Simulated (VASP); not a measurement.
# Br (I4/mmm) in VASP: notebook

Br is run at these levels: PBE+D3(BJ); tasks: single point.

Everything below comes from runs of VASP 6.6.1. Logs are shortened: lines on timing, memory, paths and dates and some standing lists are left out, and cuts for length are marked.

### 1 The cell of the first run

The structure is tetragonal, space group I4/mmm (No. 139). The conventional cell has a = 2.847 Å, b = 2.847 Å, c = 7.155 Å, α = 90.00°, β = 90.00°, γ = 90.00°. Within 3.8 Å of Br (site symmetry 4/mmm) lie 4 Br at 2.85 Å.

### 2 Single point, PBE+D3(BJ)

The input, INCAR:

```
  ALGO = Normal
  EDIFF = 1E-6
  ENCUT = 520
  GGA = PE
  ISIF = 2
  ISMEAR = 0
  IVDW = 12
  LASPH = T
  LCHARG = F
  LREAL = F
  LWAVE = F
  NBANDS = 10
  NELM = 80
  PREC = Accurate
  SIGMA = 0.1
```

The input, KPOINTS:

```
k-points
0
Gamma
  8 8 8
```

The input, POSCAR:

```
Br
1.0
   -1.4234917050      1.4234917050      3.5775173700
    1.4234917050     -1.4234917050      3.5775173700
    1.4234917050      1.4234917050     -3.5775173700
Br
1
Direct
    0.0000000000      0.0000000000      0.0000000000
```

Potentials or basis: VASP PAW PBE potentials, release 64 (Br).

The run is started by

```bash
$ cat potpaw_PBE.64/Br/POTCAR > POTCAR
$ mpirun -np 1 vasp_std > vasp.out
```

OUTCAR:

```text
EDIFF = 1E-6
   ENCUT = 520
   GGA = PE
   ISIF = 2
   ISMEAR = 0
   IVDW = 12
   LASPH = T
   LREAL = F
   NELM = 80
   PREC = Accurate
 IVDW          = 12

 ion  position               nearest neighbor table
   1  0.000  0.000  0.000-

  LATTYP: Found a body centered tetragonal cell.
 ALAT       =     2.8469834100
 C/A-ratio  =     2.5131986069

  Lattice vectors:

 A1 = (  -1.4234917050,   1.4234917050,   3.5775173700)
 A2 = (   1.4234917050,  -1.4234917050,   3.5775173700)
 A3 = (   1.4234917050,   1.4234917050,  -3.5775173700)

Analysis of symmetry for initial positions (statically):
=====================================================================
 Subroutine PRICEL returns:
 Original cell was already a primitive cell.

 Routine SETGRP: Setting up the symmetry group for a
 body centered tetragonal supercell.

 Subroutine GETGRP returns: Found 16 space group operations
 (whereof 16 operations were pure point group operations)
 out of a pool of 16 trial point group operations.

The static configuration has the point symmetry D_4h.

Analysis of symmetry for dynamics (positions and initial velocities):
=====================================================================
 Subroutine PRICEL returns:
 Original cell was already a primitive cell.

 Routine SETGRP: Setting up the symmetry group for a
 body centered tetragonal supercell.

 Subroutine GETGRP returns: Found 16 space group operations
 (whereof 16 operations were pure point group operations)
 out of a pool of 16 trial point group operations.

The dynamic configuration has the point symmetry D_4h.

 Subroutine INISYM returns: Found 16 space group operations
 (whereof 16 operations are pure point group operations),
 and found     1 'primitive' translations

----------------------------------------------------------------------------------------

                                     Primitive cell

  volume of cell :      28.9969

  direct lattice vectors                    reciprocal lattice vectors
    -1.423491705  1.423491705  3.577517370     0.000000000  0.351248973  0.139761725
     1.423491705 -1.423491705  3.577517370     0.351248973  0.000000000  0.139761725
     1.423491705  1.423491705 -3.577517370     0.351248973  0.351248973  0.000000000

  length of vectors
     4.105032010  4.105032010  4.105032010     0.378033307  0.378033307  0.496741062

  position of ions in fractional coordinates (direct lattice)
     0.000000000  0.000000000  0.000000000

  ion indices of the primitive-cell ions
   primitive index   ion index
                 1           1

----------------------------------------------------------------------------------------

 KPOINTS: k-points

Automatic generation of k-mesh.
 Grid dimensions read from file:
 generate k-points for:    8    8    8

 Generating k-lattice:

  Cartesian coordinates                     Fractional coordinates (reciprocal lattice)
     0.000000000  0.043906122  0.017470216     0.125000000  0.000000000 -0.000000000
     0.043906122  0.000000000  0.017470216     0.000000000  0.125000000 -0.000000000
     0.043906122  0.043906122  0.000000000     0.000000000  0.000000000  0.125000000

  Length of vectors
     0.047254163  0.047254163  0.062092633

  Shift w.r.t. Gamma in fractional coordinates (k-lattice)
     0.000000000  0.000000000  0.000000000

 Subroutine IBZKPT returns following result:
 ===========================================

 Found     59 irreducible k-points:

 Following reciprocal coordinates:
            Coordinates               Weight
  0.000000  0.000000  0.000000      1.000000
  0.125000  0.000000  0.000000      8.000000
  0.250000  0.000000  0.000000      8.000000
  0.375000  0.000000 -0.000000      8.000000
  0.500000  0.000000  0.000000      4.000000
  0.125000  0.125000  0.000000      8.000000
[... 16 lines left out ...]
  0.250000  0.125000  0.125000     16.000000
  0.375000  0.125000  0.125000      8.000000
 [... further k-points ...]
   k-points           NKPTS =     59   k-points in BZ     NKDIM =     59   number of bands    NBANDS=     10
   number of dos      NEDOS =    301   number of ions     NIONS =      1
   total plane-waves  NPLWV =  32768
   dimension x,y,z NGX =    32 NGY =   32 NGZ =   32
   dimension x,y,z NGXF=    64 NGYF=   64 NGZF=   64
   ions per type =               1
   NGX,Y,Z   is equivalent  to a cutoff of  12.96, 12.96, 12.96 a.u.
   NGXF,Y,Z  is equivalent  to a cutoff of  25.92, 25.92, 25.92 a.u.
 SYSTEM =  unknown system
   PREC   = accura    normal or accurate (medium, high low for compatibility)
   ISTART =      0    job   : 0-new  1-cont  2-samecut
   ICHARG =      2    charge: 1-file 2-atom 10-const
   ISPIN  =      1    spin polarized calculation?
   LNONCOLLINEAR =      F non collinear calculations
   LSORBIT =      F    spin-orbit coupling
   LASPH  =      T    aspherical Exc in radial PAW
   ENCUT  =  520.0 eV  38.22 Ry    6.18 a.u.   7.63  7.63  7.63*2*pi/ulx,y,z
   NELM   =     80;   NELMIN=  2; NELMDL= -5     # of ELM steps
   EDIFF  = 0.1E-05   stopping-criterion for ELM
   LREAL  =      F    real-space projection
[... 7 lines left out ...]
   TEBEG  =    0.0;   TEEND  =   0.0 temperature during run
   PSTRESS=    0.0 pullay stress
   NELECT =       7.0000    total number of electrons
   NUPDOWN=      -1.0000    fix difference up-down
   EMIN   =  10.00;   EMAX   =-10.00  energy-range for DOS
   EFERMI =   0.00;   METHOD = LEGACY
   ISMEAR =     0;   SIGMA  =   0.10  broadening in eV -4-tet -1-fermi 0-gaus
   EFERMI_NEDOS =   21; number of points for ismear=-14 and -15
   IALGO  =     38    algorithm
   IMIX   =      4    mixing-type and parameters
     AMIX     =   0.40;   BMIX     =  1.00
     AMIX_MAG =   1.60;   BMIX_MAG =  1.00
  volume/ion in A,a.u.               =      29.00       195.68
  Fermi-wavevector in a.u.,A,eV,Ry     =   1.019351  1.926294 14.137486  1.039076
  Thomas-Fermi vector in A             =   2.152860
   LORBIT       =      0    0 simple, 1 ext, 2 COOP (PROOUT), +10 PAW based schemes
   GGA     = PE    functional components
   LHFCALC =     F    Hartree Fock is set to
   AEXX    =    0.0000 exact exchange contribution
   IVDW    =    12    specifies the selected vdW correction
   LEPSILON=     F    determine dielectric tensor
   LRPA    =     F    only Hartree local field effects (RPA)
 non-spin polarized calculation
 Gauss-broadening in eV      SIGMA  =   0.10
  energy-cutoff  :      520.00
  volume of cell :       29.00
 maximum number of plane-waves:       802
   NGX = 15   NGY = 15   NGZ = 15

 number of electron       7.0000000 magnetization

 Free energy of the ion-electron system (eV)
  ---------------------------------------------------
  ext. energy  EPLUGINS =         0.00000000
  ---------------------------------------------------
  free energy    TOTEN  =        -1.39921801 eV

  energy without entropy =       -1.39367589  energy(sigma->0) =       -1.39644695

 E-fermi :   1.4026     XC(G=0):  -8.6395

 val. band max:        1.3770714833   @ k =  -0.2500  -0.3750   0.1250
 cond. band min:       1.4340038731   @ k =   0.2500   0.1250  -0.0000
 fundamental gap:      0.0569323897
 Fermi energy:         1.4025562478

 k-point     1 :       0.0000    0.0000    0.0000
  band No.  band energies     occupation
      1     -14.8328      2.00000
      2      -0.8625      2.00000
      3       2.3894      0.00000
      4       2.3894      0.00000
      5       6.8783      0.00000
      6      11.2724      0.00000
      7      11.7608      0.00000
      8      17.3321      0.00000
      9      17.3321      0.00000
     10      17.9528      0.00000

 k-point     2 :       0.1250    0.0000    0.0000
  band No.  band energies     occupation
      1     -14.6416      2.00000
      2      -0.8436      2.00000
      3       0.9532      2.00000
      4       2.5056      0.00000
      5       7.4286      0.00000
      6      11.6848      0.00000
      7      13.3073      0.00000
      8      14.2844      0.00000
      9      17.6387      0.00000
     10      19.2510      0.00000

 k-point     3 :       0.2500    0.0000    0.0000
  band No.  band energies     occupation
      1     -14.1236      2.00000
      2      -1.5975      2.00000
      3      -0.6861      2.00000
      4       2.8050      0.00000
      5       8.4913      0.00000
      6      11.7089      0.00000
      7      12.3163      0.00000
      8      16.9331      0.00000
      9      18.3916      0.00000
     10      19.2546      0.00000

 k-point     4 :       0.3750    0.0000   -0.0000
  band No.  band energies     occupation
      1     -13.4905      2.00000
      2      -3.5960      2.00000
      3      -0.5460      2.00000
      4       3.1370      0.00000
      5       8.2687      0.00000
      6      12.3036      0.00000
      7      13.0714      0.00000
      8      17.1794      0.00000
      9      17.9847      0.00000
     10      19.6698      0.00000

 k-point     5 :       0.5000    0.0000    0.0000
  band No.  band energies     occupation
      1     -13.1759      2.00000
      2      -4.3932      2.00000
      3      -0.4574      2.00000
      4       3.2862      0.00000
      5       7.7783      0.00000
      6      13.4727      0.00000
      7      14.2602      0.00000
      8      16.2044      0.00000
      9      16.5342      0.00000
     10      18.4541      0.00000

 k-point     6 :       0.1250    0.1250    0.0000
  band No.  band energies     occupation
      1     -14.4360      2.00000
      2      -0.9913      2.00000
      3       1.0671      2.00000
      4       1.1038      1.99998
      5       8.2339      0.00000
      6      13.3150      0.00000
      7      13.3179      0.00000
      8      14.8306      0.00000
      9      15.0258      0.00000
     10      19.6567      0.00000

 k-point     7 :       0.2500    0.1250   -0.0000
  band No.  band energies     occupation
      1     -13.9127      2.00000
      2      -1.5178      2.00000
      3      -0.7948      2.00000
      4       1.4340      0.65651
      5       9.1402      0.00000
      6      12.6227      0.00000
      7      13.6932      0.00000
      8      15.7855      0.00000
      9      16.3570      0.00000
     10      18.3054      0.00000

 k-point     8 :       0.3750    0.1250    0.0000
  band No.  band energies     occupation
      1     -13.2897      2.00000
      2      -3.4508      2.00000
      3      -0.5959      2.00000
      4       1.8353      0.00000
      5       8.6496      0.00000
      6      12.9330      0.00000
      7      14.1903      0.00000
      8      15.3289      0.00000
      9      17.1940      0.00000
     10      18.7375      0.00000

 k-point     9 :       0.5000    0.1250    0.0000
  band No.  band energies     occupation
      1     -13.0008      2.00000
      2      -4.2139      2.00000
      3      -0.3164      2.00000
      4       2.0323      0.00000
      5       8.1601      0.00000
      6      12.6216      0.00000
      7      14.5038      0.00000
      8      15.2088      0.00000
      9      16.8944      0.00000
     10      18.9563      0.00000
[... 118 lines left out ...]
 k-point    19 :       0.5000    0.3750   -0.0000
  band No.  band energies     occupation
      1     -11.9555      2.00000
      2      -3.1876      2.00000
      3      -2.1463      2.00000
      4       0.5580      2.00000
      5       7.6901      0.00000
      6       9.8789      0.00000
      7      13.0167      0.00000
      8      15.0464      0.00000
      9      16.4627      0.00000
     10      19.0091      0.00000

 k-point    20 :      -0.3750    0.3750    0.0000
  band No.  band energies     occupation
      1     -12.2733      2.00000
      2      -2.5076      2.00000
      3      -2.2715      2.00000
      4       0.5934      2.00000
      5       8.3287      0.00000
      6      10.3000      0.00000
      7      12.3952      0.00000
      8      12.6481      0.00000
      9      18.5597      0.00000
     10      20.2157      0.00000

 k-point    21 :       0.5000    0.5000    0.0000
  band No.  band energies     occupation
      1     -11.6739      2.00000
      2      -3.0495      2.00000
      3      -2.7630      2.00000
      4       0.8020      2.00000
      5       6.8944      0.00000
      6       9.7466      0.00000
      7      13.9580      0.00000
      8      15.3289      0.00000
      9      15.9653      0.00000
     10      16.4615      0.00000

 k-point    22 :       0.1250    0.1250    0.1250
  band No.  band energies     occupation
      1     -13.4557      2.00000
      2      -1.0852      2.00000
      3      -0.9027      2.00000
      4      -0.1511      2.00000
      5       9.3192      0.00000
      6      12.2438      0.00000
      7      12.2913      0.00000
      8      13.9646      0.00000
      9      18.0013      0.00000
     10      18.6909      0.00000

 k-point    23 :       0.2500    0.1250    0.1250
  band No.  band energies     occupation
      1     -12.8354      2.00000
      2      -2.9650      2.00000
      3      -0.5174      2.00000
      4       0.0382      2.00000
      5       9.2922      0.00000
      6      10.5499      0.00000
      7      12.4525      0.00000
      8      15.4406      0.00000
      9      18.0674      0.00000
     10      19.5697      0.00000

 k-point    24 :       0.3750    0.1250    0.1250
  band No.  band energies     occupation
      1     -12.5281      2.00000
      2      -3.7474      2.00000
      3      -0.2656      2.00000
      4       0.1085      2.00000
      5       8.8511      0.00000
      6       9.9169      0.00000
      7      13.4500      0.00000
      8      16.1242      0.00000
      9      18.2179      0.00000
     10      19.0454      0.00000

 [... further k-points ...]

------------------------ aborting loop because EDIFF is reached ----------------------------------------

 Edisp (eV)   -0.24923

 E8    (eV) :    -0.0986

  FORCE on cell =-STRESS in cart. coord.  units (eV):
  Direction    XX          YY          ZZ          XY          YZ          ZX
  --------------------------------------------------------------------------------------
  -------------------------------------------------------------------------------------
  Total       0.01233     0.01233    -0.03333     0.00000     0.00000     0.00000
  in kB       0.68139     0.68139    -1.84159     0.00000     0.00000     0.00000
  external pressure =       -0.16 kB  Pullay stress =        0.00 kB

 VOLUME and BASIS-vectors are now :
 -----------------------------------------------------------------------------
  energy-cutoff  :      520.00
  volume of cell :       29.00
      direct lattice vectors                 reciprocal lattice vectors
    -1.423491705  1.423491705  3.577517370     0.000000000  0.351248973  0.139761725
     1.423491705 -1.423491705  3.577517370     0.351248973  0.000000000  0.139761725
     1.423491705  1.423491705 -3.577517370     0.351248973  0.351248973  0.000000000

 POSITION                                       TOTAL-FORCE (eV/Angst)
 -----------------------------------------------------------------------------------
      0.00000      0.00000      0.00000        -0.000000      0.000000      0.000000
 -----------------------------------------------------------------------------------
    total drift:                               -0.000000     -0.000000      0.000000

  FREE ENERGIE OF THE ION-ELECTRON SYSTEM (eV)
  ---------------------------------------------------
  free  energy   TOTEN  =        -1.6484484056 eV

  energy  without entropy=       -1.6429062875  energy(sigma->0) =       -1.64567735
```

Wall time 7.3 s (1 thread of Intel Xeon 6975P-C (Granite Rapids), shared host); peak memory 0.18 GiB.

What came out:

- Free energy: -1.6484 eV
- Pressure: 0.0 GPa
- Dispersion energy per atom: -0.249 eV

Caveat: the k points lie up to 0.39 Å⁻¹ apart; an odd number of electrons without spin polarisation forces a metal; a magnetic or distorted state may lie lower; pairwise dispersion overbinds metals, which lowers pressure and volume.

### 3 Single point, PBE+D3(BJ)

This run uses another cell than the first one, of 28.73 Å³/atom, 0.991 times its volume.

The input, INCAR:

```
PREC = Accurate
ENCUT = 520
EDIFF = 1E-6
ISMEAR = 0
SIGMA = 0.1
LREAL = F
LASPH = T
NELM = 60
ALGO = Normal
ISIF = 2
LWAVE = F
LCHARG = T
GGA = PE
IVDW = 12
LELF = T
LVHAR = T
NBANDS = 10
```

The input, KPOINTS:

```
regular mesh
0
Gamma
  20 20 20
```

The input, POSCAR:

```
Br
1.0
   -1.4216502021      1.4216502021      3.5532107882
    1.4216502021     -1.4216502021      3.5532107882
    1.4216502021      1.4216502021     -3.5532107882
Br
1
Direct
    0.0000000000      0.0000000000      0.0000000000
```

Potentials or basis: VASP PAW PBE potentials, release 64 (Br).

The run is started by

```bash
$ cat potpaw_PBE.64/Br/POTCAR > POTCAR
$ mpirun -np 1 vasp_std > vasp.out
```

Run time: 93 s. Hardware: 1 thread of Intel Xeon 6975P-C (Granite Rapids), shared host; peak memory 0.31 GiB.

Results (log left out):

```
Free energy                : -1.6893 eV
Pressure                   : 0.0 GPa
Dispersion energy per atom : -0.252 eV
```

Levels at points of the mesh, in eV from the Fermi level:
| k point | band 1 | band 2 | band 3 | band 4 | band 5 | band 6 | band 7 | band 8 | band 9 |
| --- | --- | --- | --- | --- | --- | --- | --- | --- | --- |
| (0.00, 0.00, 0.00) | -16.31 | -2.29 | 0.96 | 0.96 | 5.46 | 9.83 | 10.35 | 15.88 | 15.88 |
| (0.50, 0.00, 0.00) | -14.63 | -5.87 | -1.91 | 1.86 | 6.32 | 12.04 | 12.90 | 14.89 | 15.10 |
| (0.50, 0.50, 0.00) | -13.12 | -4.52 | -4.22 | -0.65 | 5.43 | 8.27 | 12.58 | 13.92 | 14.58 |
| (0.50, 0.50, 0.50) | -16.05 | -4.53 | 0.78 | 0.78 | 9.28 | 9.33 | 11.90 | 17.38 | 19.05 |

Caveat: an odd number of electrons without spin polarisation forces a metal; a magnetic or distorted state may lie lower; pairwise dispersion overbinds metals, which lowers pressure and volume.
